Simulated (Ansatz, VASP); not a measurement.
## Al2Pt in VASP and in Ansatz

```
CELL_PARAMETERS angstrom
0.00000 2.97457 2.97457
2.97457 0.00000 2.97457
2.97457 2.97457 0.00000
ATOMIC_POSITIONS crystal
Al 0.25000 0.25000 0.25000
Al 0.75000 0.75000 0.75000
Pt 0.00000 0.00000 0.00000
```

Change from the starting cell: volume scaled by 1.02, PAW files.

Alike in both runs: task electric field gradients; functional LDA; k mesh 12 × 12 × 12; occupations fermi-dirac, width 0.08 eV; no spin polarisation.

|  | VASP | Ansatz |
| --- | --- | --- |
| version | VASP 6.6.1 | Ansatz 0.2.0 |
| potentials or method | VASP PAW LDA potentials, release 64 (Al, Pt) | PAW with Ansatz's default frozen-core files, scalar-relativistic |
| plane-wave cutoff (eV) | 520 | 420 |
| valence electrons in the cell | 16 | 24 |

```csv
,VASP,Ansatz,Ansatz less VASP
pressure (GPa),-6.0,-6.3,-0.30
```

LDA's correlation is that of Perdew and Zunger in VASP and of Perdew and Wang (1992) in Ansatz. VASP's potentials hold 16 valence electrons a cell and Ansatz's 24, so a difference there can come from the potentials and not from the codes.

Spin-orbit coupling is off throughout.
